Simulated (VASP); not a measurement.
# BeCdS4 (C222) in VASP: notebook

Runs on BeCdS4. Level: PBE. Tasks: single point, relaxation of cell and atoms.

Program: VASP 6.6.1. These are calculated values, not measurements. Logs are shortened: lines on timing, memory, paths and dates and some standing lists are left out, and cuts for length are marked.

## 1. The cell of the first run

It takes space group C222 (No. 21, orthorhombic). Conventional cell: a = 5.086 Å, b = 8.438 Å, c = 6.383 Å, α = 90.00°, β = 90.00°, γ = 90.00°. Within 2.8 Å of Be (site symmetry 222) lie 4 S at 2.11 Å. Within 3.4 Å of Cd (site symmetry 222) lie 4 S at 2.56 Å. S (site symmetry 1) has 1 Be at 2.11 Å and 1 S at 2.11 Å and 1 Cd at 2.56 Å within 2.8 Å.

## 2. Single point, PBE

INCAR reads:

```
SYSTEM = BeCdS4
  PREC = Accurate
  ENCUT = 520
  EDIFF = 1E-7
  ISMEAR = 0
  SIGMA = 0.2
  LREAL = .FALSE.
  LASPH = .TRUE.
  NELM = 60
  ALGO = Normal
  ISIF = 2
  LWAVE = .FALSE.
  LCHARG = .FALSE.
  GGA = PE
  NBANDS = 28
```

KPOINTS reads:

```
regular mesh
0
G
  4 4 4
  0 0 0
```

POSCAR reads:

```
BeCdS4
1.0
    2.5431212981     -4.2190705543      0.0000000000
    2.5431212981      4.2190705543      0.0000000000
    0.0000000000      0.0000000000      6.3831414666
Be Cd S
1 1 4
Direct
    0.5000000000      0.5000000000      0.5000000000
    0.0000000000      0.0000000000      0.0000000000
    0.8170726580      0.5550317295      0.7387457957
    0.1829273420      0.4449682705      0.7387457957
    0.4449682705      0.1829273420      0.2612542043
    0.5550317295      0.8170726580      0.2612542043
```

Potentials or basis: VASP PAW PBE potentials, release 64 (Be, Cd, S).

Started as:

```sh
cat potpaw_PBE.64/Be/POTCAR potpaw_PBE.64/Cd/POTCAR potpaw_PBE.64/S/POTCAR > POTCAR
mpirun -np 1 vasp_std > vasp.out
```

OUTCAR:

```text
SYSTEM = BeCdS4
   PREC = Accurate
   ENCUT = 520
   EDIFF = 1E-7
   ISMEAR = 0
   LREAL = .FALSE.
   LASPH = .TRUE.
   NELM = 60
   ISIF = 2
   GGA = PE

 ion  position               nearest neighbor table
   1  0.500  0.500  0.500-   3 2.11   4 2.11   5 2.11   6 2.11
   2  0.000  0.000  0.000-   3 2.56   4 2.56   5 2.56   6 2.56
   3  0.817  0.555  0.739-   1 2.11   4 2.11   2 2.56
   4  0.183  0.445  0.739-   1 2.11   3 2.11   2 2.56
   5  0.445  0.183  0.261-   1 2.11   6 2.11   2 2.56
   6  0.555  0.817  0.261-   1 2.11   5 2.11   2 2.56

  LATTYP: Found a base centered orthorhombic cell.
 ALAT       =     5.0862425962
 B/A-ratio  =     1.6590127091
 C/A-ratio  =     1.2549817170

  Lattice vectors:

 A1 = (   2.5431212981,  -4.2190705543,   0.0000000000)
 A2 = (   2.5431212981,   4.2190705543,   0.0000000000)
 A3 = (   0.0000000000,   0.0000000000,   6.3831414666)

Analysis of symmetry for initial positions (statically):
=====================================================================
 Subroutine PRICEL returns:
 Original cell was already a primitive cell.

 Routine SETGRP: Setting up the symmetry group for a
 base centered orthorhombic supercell.

 Subroutine GETGRP returns: Found  4 space group operations
 (whereof  4 operations were pure point group operations)
 out of a pool of  8 trial point group operations.

The static configuration has the point symmetry D_2 .

Analysis of symmetry for dynamics (positions and initial velocities):
=====================================================================
 Subroutine PRICEL returns:
 Original cell was already a primitive cell.

 Routine SETGRP: Setting up the symmetry group for a
 base centered orthorhombic supercell.

 Subroutine GETGRP returns: Found  4 space group operations
 (whereof  4 operations were pure point group operations)
 out of a pool of  8 trial point group operations.

The dynamic configuration has the point symmetry D_2 .

 Subroutine INISYM returns: Found  4 space group operations
 (whereof  4 operations are pure point group operations),
 and found     1 'primitive' translations

----------------------------------------------------------------------------------------

                                     Primitive cell

  volume of cell :     136.9772

  direct lattice vectors                    reciprocal lattice vectors
     2.543121298 -4.219070554  0.000000000     0.196608790 -0.118509514  0.000000000
     2.543121298  4.219070554  0.000000000     0.196608790  0.118509514  0.000000000
     0.000000000  0.000000000  6.383141467     0.000000000  0.000000000  0.156662672

  length of vectors
     4.926258446  4.926258446  6.383141467     0.229563762  0.229563762  0.156662672

  position of ions in fractional coordinates (direct lattice)
     0.500000000  0.500000000  0.500000000
     0.000000000  0.000000000  0.000000000
     0.817072658  0.555031730  0.738745796
     0.182927342  0.444968270  0.738745796
     0.444968270  0.182927342  0.261254204
     0.555031730  0.817072658  0.261254204

  ion indices of the primitive-cell ions
   primitive index   ion index
                 1           1
                 2           2
                 3           3
                 4           4
                 5           5
                 6           6

----------------------------------------------------------------------------------------

 KPOINTS: regular mesh

Automatic generation of k-mesh.
 Grid dimensions read from file:
 generate k-points for:    4    4    4

 Generating k-lattice:

  Cartesian coordinates                     Fractional coordinates (reciprocal lattice)
     0.049152197 -0.029627378  0.000000000     0.250000000  0.000000000  0.000000000
     0.049152197  0.029627378  0.000000000     0.000000000  0.250000000  0.000000000
     0.000000000  0.000000000  0.039165668     0.000000000  0.000000000  0.250000000

  Length of vectors
     0.057390941  0.057390941  0.039165668

  Shift w.r.t. Gamma in fractional coordinates (k-lattice)
     0.000000000  0.000000000  0.000000000

 Subroutine IBZKPT returns following result:
 ===========================================

 Found     21 irreducible k-points:

 Following reciprocal coordinates:
            Coordinates               Weight
  0.000000  0.000000  0.000000      1.000000
  0.250000  0.000000  0.000000      4.000000
  0.500000  0.000000  0.000000      2.000000
  0.250000  0.250000  0.000000      2.000000
  0.500000  0.250000  0.000000      4.000000
 -0.250000  0.250000  0.000000      2.000000
[... 13 lines left out ...]
 -0.250000  0.250000  0.500000      2.000000
  0.500000  0.500000  0.500000      1.000000
   k-points           NKPTS =     21   k-points in BZ     NKDIM =     21   number of bands    NBANDS=     28
   number of dos      NEDOS =    301   number of ions     NIONS =      6
   total plane-waves  NPLWV =  76800
   dimension x,y,z NGX =    40 NGY =   40 NGZ =   48
   dimension x,y,z NGXF=    80 NGYF=   80 NGZF=   96
   ions per type =               1   1   4
   NGX,Y,Z   is equivalent  to a cutoff of  13.50, 13.50, 12.50 a.u.
   NGXF,Y,Z  is equivalent  to a cutoff of  27.00, 27.00, 25.00 a.u.
 SYSTEM =  BeCdS4
   PREC   = accura    normal or accurate (medium, high low for compatibility)
   ISTART =      0    job   : 0-new  1-cont  2-samecut
   ICHARG =      2    charge: 1-file 2-atom 10-const
   ISPIN  =      1    spin polarized calculation?
   LNONCOLLINEAR =      F non collinear calculations
   LSORBIT =      F    spin-orbit coupling
   LASPH  =      T    aspherical Exc in radial PAW
   ENCUT  =  520.0 eV  38.22 Ry    6.18 a.u.   9.16  9.16 11.87*2*pi/ulx,y,z
   NELM   =     60;   NELMIN=  2; NELMDL= -5     # of ELM steps
   EDIFF  = 0.1E-06   stopping-criterion for ELM
   LREAL  =      F    real-space projection
   EDIFFG = 0.1E-05   stopping-criterion for IOM
   NSW    =      0    number of steps for IOM
   IBRION =     -1    ionic relax: 0-MD 1-quasi-New 2-CG
   NFREE  =      0    steps in history (QN), initial steepest desc. (CG)
   ISIF   =      2    stress and relaxation
   ISYM   =      2    0-nonsym 1-usesym 2-fastsym
   POTIM  = 0.5000    time-step for ionic-motion
   TEBEG  =    0.0;   TEEND  =   0.0 temperature during run
   PSTRESS=    0.0 pullay stress
   NELECT =      38.0000    total number of electrons
   NUPDOWN=      -1.0000    fix difference up-down
   EMIN   =  10.00;   EMAX   =-10.00  energy-range for DOS
   EFERMI =   0.00;   METHOD = LEGACY
   ISMEAR =     0;   SIGMA  =   0.20  broadening in eV -4-tet -1-fermi 0-gaus
   EFERMI_NEDOS =   21; number of points for ismear=-14 and -15
   IALGO  =     38    algorithm
   IMIX   =      4    mixing-type and parameters
     AMIX     =   0.40;   BMIX     =  1.00
     AMIX_MAG =   1.60;   BMIX_MAG =  1.00
  volume/ion in A,a.u.               =      22.83       154.06
  Fermi-wavevector in a.u.,A,eV,Ry     =   1.067710  2.017679 15.510701  1.140004
  Thomas-Fermi vector in A             =   2.203335
   LORBIT       =      0    0 simple, 1 ext, 2 COOP (PROOUT), +10 PAW based schemes
   GGA     = PE    functional components
   LHFCALC =     F    Hartree Fock is set to
   AEXX    =    0.0000 exact exchange contribution
   IVDW    =     0    specifies the selected vdW correction
   LEPSILON=     F    determine dielectric tensor
   LRPA    =     F    only Hartree local field effects (RPA)
 non-spin polarized calculation
 Gauss-broadening in eV      SIGMA  =   0.20
  energy-cutoff  :      520.00
  volume of cell :      136.98
 maximum number of plane-waves:      3720
 NGX is ok and might be reduce to    40
   NGX = 19   NGY = 19   NGZ = 23

 number of electron      38.0000001 magnetization

 Free energy of the ion-electron system (eV)
  ---------------------------------------------------
  ext. energy  EPLUGINS =         0.00000000
  ---------------------------------------------------
  free energy    TOTEN  =       -22.54590036 eV

  energy without entropy =      -22.54570044  energy(sigma->0) =      -22.54580040

 E-fermi :   2.6303     XC(G=0):  -8.6294

 val. band max:        2.2172411980   @ k =   0.5000   0.0000   0.5000
 cond. band min:       3.0086990812   @ k =   0.5000   0.5000   0.5000
 fundamental gap:      0.7914578832
 Fermi energy:         2.6303310230

 k-point     1 :       0.0000    0.0000    0.0000
  band No.  band energies     occupation
      1     -12.6518      2.00000
      2     -12.2228      2.00000
      3      -8.3250      2.00000
      4      -8.1050      2.00000
      5      -5.9656      2.00000
      6      -5.9032      2.00000
[... 20 lines left out ...]
     27       9.0221      0.00000
     28       9.5026      0.00000

 k-point     2 :       0.2500    0.0000    0.0000
  band No.  band energies     occupation
      1     -12.5065      2.00000
      2     -12.1486      2.00000
      3      -8.9045      2.00000
      4      -8.2529      2.00000
      5      -5.9492      2.00000
      6      -5.8876      2.00000
[... 20 lines left out ...]
     27       9.0725      0.00000
     28       9.5584      0.00000

 k-point     3 :       0.5000    0.0000    0.0000
  band No.  band energies     occupation
      1     -12.3682      2.00000
      2     -12.0166      2.00000
      3      -9.5055      2.00000
      4      -8.3126      2.00000
      5      -5.9476      2.00000
      6      -5.8684      2.00000
[... 20 lines left out ...]
     27       8.9128      0.00000
     28      10.0011      0.00000

 k-point     4 :       0.2500    0.2500    0.0000
  band No.  band energies     occupation
      1     -12.2877      2.00000
      2     -12.1316      2.00000
      3      -9.0730      2.00000
      4      -8.8285      2.00000
      5      -5.9460      2.00000
      6      -5.9088      2.00000
[... 20 lines left out ...]
     27       9.2221      0.00000
     28       9.7579      0.00000

 k-point     5 :       0.5000    0.2500    0.0000
  band No.  band energies     occupation
      1     -12.2115      2.00000
      2     -11.9690      2.00000
      3      -9.6327      2.00000
      4      -8.8887      2.00000
      5      -5.9755      2.00000
      6      -5.8741      2.00000
[... 20 lines left out ...]
     27       9.7168      0.00000
     28       9.7439      0.00000

 k-point     6 :      -0.2500    0.2500    0.0000
  band No.  band energies     occupation
      1     -12.4042      2.00000
      2     -12.0637      2.00000
      3      -9.1514      2.00000
      4      -8.6953      2.00000
      5      -6.0145      2.00000
      6      -5.8738      2.00000
[... 370 lines left out ...]
      5      -5.9316      2.00000
      6      -5.8878      2.00000
[... 20 lines left out ...]
     27       9.3551      0.00000
     28       9.6286      0.00000

 k-point    19 :       0.5000    0.2500    0.5000
  band No.  band energies     occupation
      1     -12.1894      2.00000
      2     -11.9872      2.00000
      3      -9.5686      2.00000
      4      -8.9857      2.00000
      5      -5.9681      2.00000
      6      -5.8797      2.00000
[... 20 lines left out ...]
     27       8.9736      0.00000
     28      10.0790      0.00000

 k-point    20 :      -0.2500    0.2500    0.5000
  band No.  band energies     occupation
      1     -12.2776      2.00000
      2     -12.1978      2.00000
      3      -8.9683      2.00000
      4      -8.9194      2.00000
      5      -5.9902      2.00000
      6      -5.9319      2.00000
[... 20 lines left out ...]
     27       8.4752      0.00000
     28       8.9171      0.00000

 k-point    21 :       0.5000    0.5000    0.5000
  band No.  band energies     occupation
      1     -11.9865      2.00000
      2     -11.9356      2.00000
      3      -9.6859      2.00000
      4      -9.5277      2.00000
      5      -5.9961      2.00000
      6      -5.8965      2.00000
[... 20 lines left out ...]
     27       9.1065      0.00000
     28       9.4137      0.00000

------------------------ aborting loop because EDIFF is reached ----------------------------------------

  FORCE on cell =-STRESS in cart. coord.  units (eV):
  Direction    XX          YY          ZZ          XY          YZ          ZX
  --------------------------------------------------------------------------------------
  -------------------------------------------------------------------------------------
  Total        0.0883112     -0.1643958      0.3048621      0.0000000      0.0000000      0.0000000
  in kB        1.0329465     -1.9228836      3.5658719      0.0000000      0.0000000      0.0000000
  external PRESSURE =       0.8919783 kB  Pullay stress =       0.0000000 kB

 VOLUME and BASIS-vectors are now :
 -----------------------------------------------------------------------------
  energy-cutoff  :      520.00
  volume of cell :      136.98
      direct lattice vectors                 reciprocal lattice vectors
     2.543121298 -4.219070554  0.000000000     0.196608790 -0.118509514  0.000000000
     2.543121298  4.219070554  0.000000000     0.196608790  0.118509514  0.000000000
     0.000000000  0.000000000  6.383141467     0.000000000  0.000000000  0.156662672

 POSITION                                       TOTAL-FORCE (eV/Angst)
 -----------------------------------------------------------------------------------
      2.54312      0.00000      3.19157        -0.000000     -0.000000      0.000000
      0.00000      0.00000      0.00000        -0.000000     -0.000000      0.000000
      3.48943     -1.10557      4.71552         0.054708     -0.090042     -0.011106
      1.59681      1.10557      4.71552        -0.054708      0.090042     -0.011106
      1.59681     -1.10557      1.66762        -0.054708     -0.090042      0.011106
      3.48943      1.10557      1.66762         0.054708      0.090042      0.011106
 -----------------------------------------------------------------------------------
    total drift:                                0.000000     -0.000000     -0.000000

  FREE ENERGIE OF THE ION-ELECTRON SYSTEM (eV)
  ---------------------------------------------------
  free  energy   TOTEN  =       -22.5459003592 eV

  energy  without entropy=      -22.5457004373  energy(sigma->0) =      -22.54580040
```

Wall time 50 s (1 thread of Intel Xeon 6975P-C (Granite Rapids), shared host); peak memory 0.29 GiB.

What came out:

```yaml
Free_energy: -22.5459 eV
Pressure: 0.1 GPa
Largest_force: 0.106 eV/Å
Band_gap_on_the_k_mesh: 0.79 eV, indirect (least direct gap 0.99 eV)
```

Forces on the atoms (eV/Å):
```
Be   0.000  0.000  0.000
Cd   0.000  0.000  0.000
S    0.055 -0.090 -0.011
S   -0.055  0.090 -0.011
S   -0.055 -0.090  0.011
S    0.055  0.090  0.011
```

A k mesh can miss the band edges. A hybrid or GW would open this gap; PBE tends to underestimate it.

## 3. Relaxation of cell and atoms, PBE

INCAR reads:

```
SYSTEM = BeCdS4
PREC = Accurate
ENCUT = 600
EDIFF = 1E-7
ISMEAR = 0
SIGMA = 0.02
LREAL = .FALSE.
LASPH = .TRUE.
NELM = 100
ALGO = Normal
ISIF = 3
LWAVE = .FALSE.
LCHARG = .FALSE.
GGA = PE
IBRION = 2
NSW = 100
EDIFFG = -0.01
```

KPOINTS reads:

```
regular mesh
0
G
  6 6 4
  0 0 0
```

POSCAR is that of step 2.

Potentials or basis: VASP PAW PBE potentials, release 64 (Be, Cd, S).

Started as:

```sh
cat potpaw_PBE.64/Be/POTCAR potpaw_PBE.64/Cd/POTCAR potpaw_PBE.64/S/POTCAR > POTCAR
mpirun -np 1 vasp_std > vasp.out
```

It took 12 min on 1 thread of Intel Xeon 6975P-C, shared host; peak memory 0.39 GiB.

It converged, with:

- Free energy: -22.5889 eV
- Relaxed volume: 22.86 Å³/atom
- Relaxed cell: a = 4.909 Å, b = 4.909 Å, c = 6.436 Å, α = 90.00°, β = 90.00°, γ = 117.84°
- Space group after relaxing (to 0.05 Å): C222 (No. 21)
- Energy gained by relaxing: 0.4 meV/atom
- Ionic steps: 9
- Pressure after relaxing: 0.0 GPa
- Largest force after relaxing: 0.007 eV/Å
- Band gap on the k mesh: 0.81 eV, indirect (least direct gap 1.00 eV)

Forces on the atoms (eV/Å):
```
Be   0.000  0.000  0.000
Cd   0.000  0.000  0.000
S    0.007  0.002  0.000
S   -0.007 -0.002  0.000
S   -0.007  0.002  0.000
S    0.007 -0.002  0.000
```

Step by step:
```
step  energy change (eV)  largest force (eV/Å)  pressure (GPa)  volume (Å³)
   1              0.0000                0.0231            0.05       136.98
   2             -0.0009                0.0418            0.03       137.12
   3             -0.0012                0.0732            0.01       137.27
   4             -0.0017                0.0375           -0.06       137.38
   5             -0.0018                0.0186           -0.12       137.48
   6             -0.0020                0.0147           -0.03       137.26
   7             -0.0020                0.0135            0.01       137.14
   8             -0.0021                0.0106            0.01       137.14
   9             -0.0022                0.0067            0.01       137.14
```

Final structure:
```cif
data_structure
_symmetry_space_group_name_H-M 'P 1'
_symmetry_Int_Tables_number 1
_cell_length_a 4.9091
_cell_length_b 4.9091
_cell_length_c 6.4359
_cell_angle_alpha 90.000
_cell_angle_beta 90.000
_cell_angle_gamma 117.845
_cell_volume 137.14
loop_
_atom_site_label
_atom_site_type_symbol
_atom_site_fract_x
_atom_site_fract_y
_atom_site_fract_z
_atom_site_occupancy
Be1 Be 0.50000 0.50000 0.50000 1
Cd1 Cd 0.00000 0.00000 0.00000 1
S1 S 0.81718 0.55623 0.73760 1
S2 S 0.18282 0.44377 0.73760 1
S3 S 0.44377 0.18282 0.26240 1
S4 S 0.55623 0.81718 0.26240 1
```

Levels at points of the mesh, in eV from the valence-band top:
```tsv
k point	band 15	band 16	band 17	band 18	band 19	band 20	band 21	band 22	band 23
(0.00, 0.00, 0.00)	-2.56	-1.76	-1.25	-1.00	-0.95	2.15	3.01	3.06	4.64
(0.50, 0.00, 0.00)	-3.02	-1.47	-1.41	-1.03	-0.07	1.29	3.41	4.11	4.53
(0.50, 0.50, 0.00)	-2.87	-2.80	-0.65	-0.55	-0.35	0.94	1.15	2.80	3.32
(0.00, 0.00, 0.50)	-2.73	-1.37	-1.33	-1.20	-0.86	3.31	3.37	3.61	4.50
(0.50, 0.00, 0.50)	-2.83	-1.83	-1.79	-0.23	0.00	1.22	2.18	3.84	4.12
(0.50, 0.50, 0.50)	-2.68	-2.17	-1.75	-0.27	-0.19	0.81	1.39	3.79	4.24
```
